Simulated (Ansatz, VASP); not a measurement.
One calculation of C, two programs

INCAR

```
SYSTEM = C
PREC = Accurate ; ENCUT = 520
EDIFF = 1E-6 ; ISMEAR = 0
SIGMA = 0.05 ; LREAL = .False.
LASPH = .True. ; NELM = 60
ALGO = Normal ; ISIF = 2
LWAVE = .False. ; LCHARG = .False.
GGA = PS ; NBANDS = 11
```

File KPOINTS:

```
Automatic mesh
0
Gamma
  15 15 15
  0 0 0
```

Contents of POSCAR:

```
C
1.0
    1.1666250292      0.6735512746      3.2633355684
   -1.1666250292      0.6735512746      3.2633355684
    0.0000000000     -1.3471025493      3.2633355684
C
2
Direct
    0.1640000000      0.1640000000      0.1640000000
    0.8360000000      0.8360000000      0.8360000000
```

Input for Ansatz:

```yaml
crystal:
  lattice:
    - [1.1666250292, 0.6735512746, 3.2633355684]
    - [-1.1666250292, 0.6735512746, 3.2633355684]
    - [0.0, -1.3471025493, 3.2633355684]
  atoms:
    - { symbol: C, position: [0.164, 0.164, 0.164] }
    - { symbol: C, position: [0.836, 0.836, 0.836] }
basis:
  ecutwfc: 420
kpoints:
  mp_grid: { grid: [15, 15, 15] }
hamiltonian:
  xc: pbesol
scf:
  occupations: { method: gaussian, width: 0.05 }
output:
  forces: true
  stress: true
  eigenvalues: true
```

Change from the starting cell: strain -0.050 along x and y, -0.025 along z, atoms carried along.

Alike in both runs: task single point; functional PBEsol; k mesh 15 × 15 × 15; occupations gaussian, width 0.05 eV; no spin polarisation.

```csv
,VASP,Ansatz
version,VASP 6.6.1,Ansatz 0.2.0
potentials or method,"VASP PAW PBE potentials, release 64 (C), cutoff 520 eV","scalar-relativistic, plane waves, PAW"
valence electrons in the cell,8,8
```

|  | VASP | Ansatz | Ansatz less VASP |
| --- | --- | --- | --- |
| gap on the k mesh at the Fermi level (eV) | 0.83 | 0.83 | -0.001 |
| least direct gap on the mesh (eV) | 0.83 | 0.83 | -0.001 |
| pressure (GPa) | 57.7 | 56.9 | -0.79 |
| traceless stress, the component that is largest in VASP (GPa) | -56.25 | -55.38 | +0.869 |
| rms of the force components (eV/Å) | 0.444 | 0.446 | +0.0018 |

VASP's potentials were made for PBE, not for PBEsol. Atom by atom the forces differ by 0.002 eV/Å (rms over components). Both programs put the cell under a high pressure, so it lies far from rest at this level.
